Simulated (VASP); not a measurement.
CaS:

```
CELL_PARAMETERS angstrom
0.00000 2.85237 2.85237
2.85237 0.00000 2.85237
2.85237 2.85237 0.00000
ATOMIC_POSITIONS crystal
Ca 0.00000 0.00000 0.00000
S 0.50000 0.50000 0.50000
```

Program: VASP 6.6.1. Alike in all runs: task single point; no spin polarisation; cell as given; smearing gaussian 0.1 eV.

Question: Order these runs on this cell by their band gap on the k mesh, lowest first.
A. level r2SCAN; potentials or basis VASP PAW PBE potentials, release 64 (Ca_sv, S); k mesh 2 × 2 × 2; cutoff (eV) 550
B. level LDA; potentials or basis VASP PAW LDA potentials, release 64 (Ca_sv, S); k mesh 4 × 4 × 4; cutoff (eV) 500
C. level PBE+D3(BJ); potentials or basis VASP PAW PBE potentials, release 64 (Ca_sv, S); k mesh 4 × 4 × 4; cutoff (eV) 500

Answer: B (2.14 eV), C (2.36 eV), A (2.61 eV).

Caveats: all runs use coarse meshes.

A k mesh can miss the band edges.
